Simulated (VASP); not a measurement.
Set up this calculation in VASP 6.6.1, as the native input.

```yaml
Task: single point
Functional: PBEsol
Potentials_or_basis: VASP PAW PBE potentials, release 64 (Zn, O)
Cutoff: 520 eV
k_mesh: 9 × 9 × 6
Occupations: gaussian, width 0.02 eV
Spin: no spin polarisation
Dipole_correction: no
Further_INCAR_settings: ALGO = Normal; EDIFF = 1e-06; NBANDS = 26
```

The structure of ZnO lies in POSCAR:

```
ZnO
1.0
    3.0974243456      0.0000000000      0.0000000000
   -1.5487121727      2.6824481696      0.0000000000
    0.0000000000      0.0000000000      5.2726462740
Zn O
2 2
Direct
    0.3333333333      0.6666666667      0.0192167262
    0.6666666667      0.3333333333      0.5192167262
    0.3333333333      0.6666666667      0.3628832738
    0.6666666667      0.3333333333      0.8628832738
```

This cell differs from its parent crystal: strained.

These files were run (other wordings do the same):

INCAR

```
ALGO     = Normal         # electronic algorithm
EDIFF    = 1E-6           # SCF threshold, eV
ENCUT    = 520            # plane-wave cutoff, eV
GGA      = PS             # functional
ISIF     = 2              # what is computed and relaxed
ISMEAR   = 0              # smearing method
LASPH    = True           # aspherical terms in the spheres
LCHARG   = False          # write CHGCAR
LREAL    = False          # projectors in reciprocal space
LWAVE    = False          # write WAVECAR
NBANDS   = 26             # bands
NELM     = 60             # most SCF steps
PREC     = Accurate       # precision mode
SIGMA    = 0.02           # smearing width, eV
```

KPOINTS

```
k-points
0
Gamma
  9 9 6
```

Potentials or basis: VASP PAW PBE potentials, release 64 (Zn, O).

Launch:

```bash
$ cat potpaw_PBE.64/Zn/POTCAR potpaw_PBE.64/O/POTCAR > POTCAR
$ mpirun -np 1 vasp_std > vasp.out
```

It gave:

The pressure is 13.9 GPa and the largest force is 1.493 eV/Å. The band gap on the k mesh is 0.86 eV, direct.

Caveat: the cell differs from its parent crystal (strained); the PAW data sets were made with another functional, which shifts forces and pressure a little.

Wall time 110 s on 1 thread of AMD EPYC 7R13, with other jobs on the host, peak memory 0.15 GiB.
